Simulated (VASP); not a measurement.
A run of VASP 6.6.1:

Contents of POSCAR:

```
LuBPd3
1.0
    4.1539160000      0.0000000000      0.0000000000
    0.0000000000      4.1539160000      0.0000000000
    0.0000000000      0.0000000000      4.1539160000
Pd Lu B
3 1 1
Direct
    0.0000000000      0.5000000000      0.5000000000
    0.5000000000      0.0000000000      0.5000000000
    0.5000000000      0.5000000000      0.0000000000
    0.0000000000      0.0000000000      0.0000000000
    0.5000000000      0.5000000000      0.5000000000
```

Contents of INCAR.step1:

```
SYSTEM = LuBPd3
PREC = Accurate ; ENCUT = 520
ISMEAR = -1 ; SIGMA = 0.1
LREAL = .FALSE. ; LASPH = .TRUE.
NELM = 100 ; NBANDS = 37
GGA = PE ; ALGO = Normal
EDIFF = 1E-4 ; LWAVE = .TRUE.
LCHARG = .FALSE.
```

INCAR.step2

```
SYSTEM = LuBPd3
PREC = Accurate ; ENCUT = 520
EDIFF = 1E-7 ; ISMEAR = -1
SIGMA = 0.1 ; LREAL = .FALSE.
LASPH = .TRUE. ; NELM = 100
ALGO = Normal ; ISIF = 2
LWAVE = .FALSE. ; LCHARG = .TRUE.
METAGGA = R2SCAN ; LMIXTAU = .TRUE.
LELF = .TRUE. ; LVHAR = .TRUE.
NBANDS = 37 ; ISTART = 1
```

File KPOINTS:

```
Automatic mesh
0
G
  8 8 8
  0 0 0
```

Potentials or basis: VASP PAW PBE potentials, release 64 (Pd, Lu, B).

The run is started by

```console
$ cat potpaw_PBE.64/Pd/POTCAR potpaw_PBE.64/Lu/POTCAR potpaw_PBE.64/B/POTCAR > POTCAR
$ cp INCAR.step1 INCAR
$ mpirun -np 1 vasp_std > vasp.out
$ cp INCAR.step2 INCAR
$ mpirun -np 1 vasp_std > vasp.out
```

Hardware: 1 thread of Intel(R) Xeon(R) Platinum 8375C CPU @ 2.90GHz (Ice Lake), on a shared host.

Task: How long does it take, and how much memory?

Result: It took 3.2 min on 1 thread of Intel(R) Xeon(R) Platinum 8375C CPU @ 2.90GHz (Ice Lake) (shared host), peak memory 0.26 GiB. Counts: k points 35.
